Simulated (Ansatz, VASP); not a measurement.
# One calculation of HC18O, two programs

```
C O H
1.0
     7.39800    0.00000    0.00000
    -3.69900    6.40686    0.00000
     0.00000    0.00000   12.00000
C O H
18 1 1
Cartesian
  -0.0514 0.0225 1.0138
  1.1764 0.7140 0.9272
  -1.2831 2.1410 0.8699
  -0.0518 2.8523 0.8644
  -2.5045 4.2700 1.0148
  -1.2887 4.9859 0.9293
  2.4181 0.0068 0.9467
  3.6475 0.7164 0.9405
  1.1798 2.1413 0.8707
  2.4137 2.8586 0.9255
  -0.0516 4.2758 0.8727
  1.1855 4.9857 0.9300
  4.8769 0.0067 0.9476
  6.1186 0.7138 0.9268
  3.6474 2.1366 0.9422
  4.8811 2.8587 0.9245
  2.4014 4.2698 1.0167
  3.6479 4.9906 1.4290
  3.6482 5.0799 2.9271
  3.6831 4.1686 3.2707
```

Alike in both runs: functional PBE; k mesh 2 × 2 × 1; occupations gaussian, width 0.02 eV; collinear spin.

Ansatz relaxed the structure, and its values are those at the end. VASP's run is a single point on that final structure, the one shown.

|  | VASP | Ansatz |
| --- | --- | --- |
| version | VASP 6.6.1 | Ansatz 0.2.0 |
| potentials or method | VASP PAW PBE potentials, release 64 (C, O, H), cutoff 520 eV | scalar-relativistic, plane waves, PAW |
| valence electrons in the cell | 79 | 79 |

VASP gave:

- rms of the force components (eV/Å): 0.025
- net moment per atom (μB): 0.00

**Question.** Estimate Ansatz's values.

**Answer.** rms of the force components (eV/Å): 0.008; net moment per atom (μB): 0.00.

Ansatz's warnings: filled band counts differ across k points, seeded moment not kept, xc potential rough in thin density.

The k mesh is coarse, so the values compare programs but aren't converged.
